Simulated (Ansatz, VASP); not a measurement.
# Pd: VASP beside Ansatz

```
CELL_PARAMETERS angstrom
0.00000 1.95865 1.95865
1.95865 0.00000 1.95865
1.95865 1.95865 0.00000
ATOMIC_POSITIONS crystal
Pd 0.00000 0.00000 0.00000
```

Alike in both runs: task single point; functional r2SCAN; k mesh 8 × 8 × 8; occupations gaussian, width 0.1 eV; collinear spin.

|  | VASP | Ansatz |
| --- | --- | --- |
| version | VASP 6.6.1 | Ansatz 0.2.0 |
| potentials or method | VASP PAW PBE potentials, release 64 (Pd), cutoff 550 eV | scalar-relativistic, plane waves, PAW |
| valence electrons in the cell | 10 | 18 |

|  | VASP | Ansatz | Ansatz less VASP |
| --- | --- | --- | --- |
| gap on the k mesh at the Fermi level (eV) | none | none | - |
| pressure (GPa) | 0.0 | -0.3 | -0.38 |
| net moment per atom (μB) | 0.00 | 0.31 | +0.312 |
| size of the moment on the site where the two differ most (μB) | 0.00 | 0.33 | +0.328 |

The net moments are unlike, so the other rows may belong to different states. VASP's potentials were made for PBE, not for r2SCAN. Site moments also hang on the region over which each program counts them. A gap of «none» marks a metal or a gap that the smearing closes. VASP's potentials hold 10 valence electrons a cell and Ansatz's 18, so a difference there can come from the potentials and not from the codes. Ansatz's warnings: stability check not made.
